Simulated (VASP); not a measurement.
Input of a VASP 6.6.1 run:

The input INCAR:

```
PREC     = Accurate       # precision mode
ENCUT    = 520            # plane-wave cutoff, eV
EDIFF    = 1E-6           # SCF threshold, eV
ISMEAR   = -1             # smearing method
SIGMA    = 0.05           # smearing width, eV
LREAL    = False          # projectors in reciprocal space
LASPH    = True           # aspherical terms in the spheres
NELM     = 100            # most SCF steps
ALGO     = Normal         # electronic algorithm
ISIF     = 2              # what is computed and relaxed
LWAVE    = False          # write WAVECAR
LCHARG   = False          # write CHGCAR
GGA      = CA             # functional
NBANDS   = 12             # bands
```

The input KPOINTS:

```
regular mesh
0
Gamma
  11 11 11
```

POSCAR

```
Ag
1.0
    0.0000000000      2.0696313722      2.0696313722
    2.0696313722      0.0000000000      2.0696313722
    2.0696313722      2.0696313722      0.0000000000
Ag
1
Direct
    0.0000000000      0.0000000000      0.0000000000
```

Potentials or basis: VASP PAW LDA potentials, release 64 (Ag).

Run with:

```console
$ cat potpaw_LDA.64/Ag/POTCAR > POTCAR
$ mpirun -np 1 vasp_std > vasp.out
```

Problem. Predict the pressure.

Solution. -10.7 GPa.
